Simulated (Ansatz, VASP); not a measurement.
## Nb: VASP beside Ansatz

```
CELL_PARAMETERS angstrom
2.83587 0.00000 0.00000
-1.41793 2.45593 0.00000
0.00000 0.00000 5.18565
ATOMIC_POSITIONS crystal
Nb 0.33333 0.66667 0.25000
Nb 0.66667 0.33333 0.75000
```

Alike in both runs: task single point; functional PBEsol; k mesh 14 × 14 × 7; occupations fermi-dirac, width 0.1 eV; no spin polarisation.

|  | VASP | Ansatz |
| --- | --- | --- |
| version | VASP 6.6.1 | Ansatz 0.2.0 |
| potentials or method | VASP PAW PBE potentials, release 64 (Nb_sv), cutoff 520 eV | plane waves (420 eV) with PAW, scalar-relativistic |
| valence electrons in the cell | 26 | 26 |

Ansatz gave:

| Item | Value |
| --- | --- |
| pressure (GPa) | -0.1 |
| traceless stress, the component that is largest in VASP (GPa) | 0.39 |

Problem. Estimate VASP's values.

Solution. Pressure (GPa): -0.4; traceless stress, the component that is largest in VASP (GPa): 0.35.

VASP's potentials were made for PBE, not for PBEsol, and Ansatz warns of the same on its side.
